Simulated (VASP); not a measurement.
A run of VASP 6.6.1:

File INCAR:

```
  ALGO = Normal
  EDIFF = 1E-7
  ENCUT = 520
  GGA = PE
  ISIF = 2
  ISMEAR = 0
  LASPH = T
  LCHARG = T
  LELF = T
  LREAL = F
  LVHAR = T
  LWAVE = F
  NBANDS = 16
  NELM = 80
  PREC = Accurate
  SIGMA = 0.01
```

KPOINTS

```
k-points
0
Gamma
  12 12 6
```

Contents of POSCAR:

```
Te
1.0
    4.5226078920      0.0000000000      0.0000000000
   -2.2613039460      3.9166933258      0.0000000000
    0.0000000000      0.0000000000      5.6874732669
Te
3
Direct
    0.7219507668      0.0000000000      0.3333333333
    0.0000000000      0.7219507668      0.6666666667
    0.2780492332      0.2780492332      0.0000000000
```

Potentials or basis: VASP PAW PBE potentials, release 64 (Te).

Launch:

```console
$ cat potpaw_PBE.64/Te/POTCAR > POTCAR
$ mpirun -np 1 vasp_std > vasp.out
```

Hardware: 1 thread of Intel(R) Xeon(R) 6975P-C (Granite Rapids), with other jobs on the host.

Question: How long does it take, and how much memory?

Answer: Wall time 92 s on 1 thread of Intel(R) Xeon(R) 6975P-C (Granite Rapids) (shared host), peak memory 0.29 GiB. Counts: scf iterations 14, k points 100.
